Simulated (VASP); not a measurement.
Runs of VASP 6.6.1 on Br. The structure is that of space group Pm-3m (No. 221), or close to it. The cells are those of the table. 

| task | cell | cutoff (eV) | gap on the mesh (eV) | pressure (GPa) |
| --- | --- | --- | --- | --- |
| single point | a = 3.098 Å, 1 atom | 520 | none | 0.0 |
| relaxation of cell and atoms | relaxed to 15 GPa from a = 3.060 Å, 1 atom | 600 | none | 15.0 |
| single point | a = 2.658 Å, 1 atom | 520 | none | 45.0 |
| relaxation of cell and atoms | relaxed to 30 GPa from a = 3.060 Å, 1 atom | 600 | none | 30.1 |
| single point | a = 2.732 Å, 1 atom | 520 | none | (a) |
| relaxation of cell and atoms | relaxed from a = 3.060 Å, 1 atom | 600 | none | 0.0 |
| single point | a = 2.845 Å, 1 atom | 520 | none | 15.0 |
| relaxation of cell and atoms | relaxed to 45 GPa from a = 3.060 Å, 1 atom | 600 | none | 44.9 |

Alike in all rows: level PBE; potentials or basis VASP PAW PBE potentials, release 64 (Br); no spin polarisation; k mesh 13 × 13 × 13; smearing fermi-dirac 0.02 eV.

**Question.** Fill in the values left out.

**Answer.** (a) 30.0.

Caveats: an odd number of electrons without spin polarisation forces a metal; a magnetic or distorted state may lie lower; the cell is relaxed towards a set pressure, so the enthalpy falls and the energy may rise (some runs).

A k mesh can miss the band edges, and the runs leave out spin-orbit coupling on Br.

A gap of «none» marks levels without a gap at the run's occupations.
